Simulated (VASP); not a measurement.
Set up this calculation in VASP 6.6.1, as the native input.

```yaml
Task: single point
Functional: PBEsol
Potentials_or_basis: VASP PAW PBE potentials, release 64 (Cu, O)
Cutoff: 520 eV
k_mesh: 7 × 7 × 7
Occupations: gaussian, width 0.05 eV
Spin: collinear spin, ferromagnetic start
Starting_moments: "[0.4, 0.63] μB"
Hubbard_terms: Cu d U = 4.0 eV
Dipole_correction: no
Further_INCAR_settings: ALGO = Normal; EDIFF = 1e-06; NBANDS = 20
```

The structure of CuO lies in POSCAR:

```
CuO
1.0
    2.5525506100      0.0000000000      0.0000000000
    0.0000000000      2.5525506100      0.0000000000
    0.0000000000      0.0000000000      2.5525506100
Cu O
1 1
Direct
    0.0000000000      0.0000000000      0.0000000000
    0.5000000000      0.5000000000      0.5000000000
```

These files were run (other wordings do the same):

INCAR

```
SYSTEM = CuO
PREC     = Accurate       ! precision mode
ENCUT    = 520            ! plane-wave cutoff, eV
EDIFF    = 1E-6           ! SCF threshold, eV
ISMEAR   = 0              ! smearing method
SIGMA    = 0.05           ! smearing width, eV
LREAL    = .False.        ! projectors in reciprocal space
LASPH    = .True.         ! aspherical terms in the spheres
NELM     = 150            ! most SCF steps
ALGO     = Normal         ! electronic algorithm
ISIF     = 2              ! what is computed and relaxed
LWAVE    = .False.        ! write WAVECAR
LCHARG   = .True.         ! write CHGCAR
ISPIN    = 2              ! spin polarisation
MAGMOM   = 0.4 0.63       ! initial moments
LORBIT   = 11             ! projections on sites
LMAXMIX  = 4              ! l up to which the mixer works
LDAU     = .True.         ! DFT+U
LDAUTYPE = 2            
LDAUL    = 2 -1           ! shell
LDAUU    = 4 0            ! U, eV
LDAUJ    = 0 0          
LDAUPRINT= 1            
GGA      = PS             ! functional
LELF     = .True.         ! ELF
LVHAR    = .True.       
NBANDS   = 20             ! bands
```

KPOINTS

```
Automatic mesh
0
Gamma
  7 7 7
  0 0 0
```

Potentials or basis: VASP PAW PBE potentials, release 64 (Cu, O).

Launch:

```sh
$ cat potpaw_PBE.64/Cu/POTCAR potpaw_PBE.64/O/POTCAR > POTCAR
$ mpirun -np 1 vasp_std > vasp.out
```

Results of the run:

```yaml
Pressure: 7.8 GPa
Band_gap_on_the_k_mesh: zero (filled and empty bands overlap)
Net_moment: 1.00 μB per cell
Site_moments: Cu +0.41; O +0.55 μB
Valence_electrons_inside_the_program's_atomic_spheres: Cu 9.95; O 4.87
```

Caveat: the PAW data sets were made with another functional, which shifts forces and pressure a little; a cell with one magnetic atom can't hold antiferromagnetic order, which such compounds often take.

It took 10 s on 1 thread of Intel(R) Xeon(R) Platinum 8488C (Sapphire Rapids) (shared host), peak memory 0.13 GiB.
